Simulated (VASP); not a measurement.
Write the native input for VASP 6.6.1 that does the following.

* Task: single point
* Functional: PBE
* Potentials or basis: VASP PAW PBE potentials, release 64 (Si, O)
* Cutoff: 520 eV
* k mesh: 9 × 9 × 9
* Occupations: fermi-dirac, width 0.05 eV
* Spin: no spin polarisation
* Dipole correction: no
* Further INCAR settings: ALGO = Normal; EDIFF = 1e-06; NBANDS = 12

The structure of SiO lies in POSCAR:

```
SiO
1.0
    0.0000000000      2.4336400000      2.4336400000
    2.4336400000      0.0000000000      2.4336400000
    2.4336400000      2.4336400000      0.0000000000
Si O
1 1
Direct
    0.7500000000      0.7500000000      0.7500000000
    0.0000000000      0.0000000000      0.0000000000
```

One way to write it, as run:

INCAR

```
SYSTEM = SiO
PREC = Accurate
ENCUT = 520
EDIFF = 1E-6
ISMEAR = -1
SIGMA = 0.05
LREAL = .FALSE.
LASPH = .TRUE.
NELM = 100
ALGO = Normal
ISIF = 2
LWAVE = .FALSE.
LCHARG = .TRUE.
GGA = PE
LELF = .TRUE.
LVHAR = .TRUE.
NBANDS = 12
```

KPOINTS

```
Automatic mesh
0
G
  9 9 9
  0 0 0
```

Potentials or basis: VASP PAW PBE potentials, release 64 (Si, O).

Command:

```sh
$ cat potpaw_PBE.64/Si/POTCAR potpaw_PBE.64/O/POTCAR > POTCAR
$ mpirun -np 1 vasp_std > vasp.out
```

It gave:

```
Pressure               : 0.0 GPa
Band gap on the k mesh : zero (band 5 reaches 6.52 eV, above the bottom of band 6 at 6.18 eV)
```

It took 14 s on 1 thread of Intel(R) Xeon(R) Platinum 8259CL CPU @ 2.50GHz (Skylake/Cascade Lake) (shared host), peak memory 0.15 GiB.
